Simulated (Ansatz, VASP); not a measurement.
WSe2: VASP beside Ansatz

File INCAR:

```
SYSTEM = WSe2
PREC     = Accurate       ! precision mode
ENCUT    = 520            ! plane-wave cutoff, eV
EDIFF    = 1E-6           ! SCF threshold, eV
ISMEAR   = 0              ! smearing method
SIGMA    = 0.05           ! smearing width, eV
LREAL    = .FALSE.        ! projectors in reciprocal space
LASPH    = .TRUE.         ! aspherical terms in the spheres
NELM     = 100            ! most SCF steps
ALGO     = Normal         ! electronic algorithm
ISIF     = 2              ! what is computed and relaxed
LWAVE    = .FALSE.        ! write WAVECAR
LCHARG   = .TRUE.         ! write CHGCAR
GGA      = PE             ! functional
IVDW     = 12             ! dispersion correction
LELF     = .TRUE.         ! ELF
LVHAR    = .TRUE.       
NBANDS   = 35             ! bands
```

KPOINTS

```
regular mesh
0
G
  12 12 2
  0 0 0
```

POSCAR

```
WSe2
1.0
    3.2790275592      0.0000000000      0.0000000000
   -1.6395137796      2.8397211660      0.0000000000
    0.0000000000      0.0000000000     12.7886113051
W Se
2 4
Direct
    0.3333333333      0.6666666667      0.2500000000
    0.6666666667      0.3333333333      0.7500000000
    0.3333333333      0.6666666667      0.6182912222
    0.6666666667      0.3333333333      0.1182912222
    0.3333333333      0.6666666667      0.8817087778
    0.6666666667      0.3333333333      0.3817087778
```

Input for Ansatz:

```yaml
crystal:
  lattice:
    - [3.2790275604, 0.0, 0.0]
    - [-1.6395137802, 2.839721167, 0.0]
    - [0.0, 0.0, 12.7886113462]
  atoms:
    - { symbol: W, position: [0.3333333333, 0.6666666667, 0.25] }
    - { symbol: W, position: [0.6666666667, 0.3333333333, 0.75] }
    - { symbol: Se, position: [0.3333333333, 0.6666666667, 0.6182912225] }
    - { symbol: Se, position: [0.6666666667, 0.3333333333, 0.1182912225] }
    - { symbol: Se, position: [0.3333333333, 0.6666666667, 0.8817087775] }
    - { symbol: Se, position: [0.6666666667, 0.3333333333, 0.3817087775] }
basis:
  ecutwfc: 420
kpoints:
  mp_grid: { grid: [12, 12, 2] }
hamiltonian:
  xc: pbe
  dispersion: d3bj
scf:
  occupations: { method: gaussian, width: 0.05 }
output:
  forces: true
  stress: true
  eigenvalues: true
  write_density: true
  write_potential: true
  elf: true
  volumetric_format: npy
```

Alike in both runs: task single point; functional PBE; dispersion D3(BJ); k mesh 12 × 12 × 2; occupations gaussian, width 0.05 eV; no spin polarisation.

|  | VASP | Ansatz |
| --- | --- | --- |
| version | VASP 6.6.1 | Ansatz 0.2.0 |
| potentials or method | VASP PAW PBE potentials, release 64 (W_sv, Se), cutoff 520 eV | scalar-relativistic, plane waves, PAW |
| valence electrons in the cell | 52 | 92 |

```tsv
	VASP	Ansatz	Ansatz less VASP
gap on the k mesh at the Fermi level (eV)	0.89	0.90	+0.005
least direct gap on the mesh (eV)	1.56	1.57	+0.003
pressure (GPa)	0.3	0.0	-0.32
traceless stress, the component that is largest in VASP (GPa)	0.08	-0.01	-0.083
rms of the force components (eV/Å)	0.022	0.001	-0.0214
```

Atom by atom the forces differ by 0.023 eV/Å (rms over components). VASP's potentials hold 52 valence electrons a cell and Ansatz's 92, so a difference there can come from the potentials and not from the codes.

Neither program's run includes spin-orbit coupling.
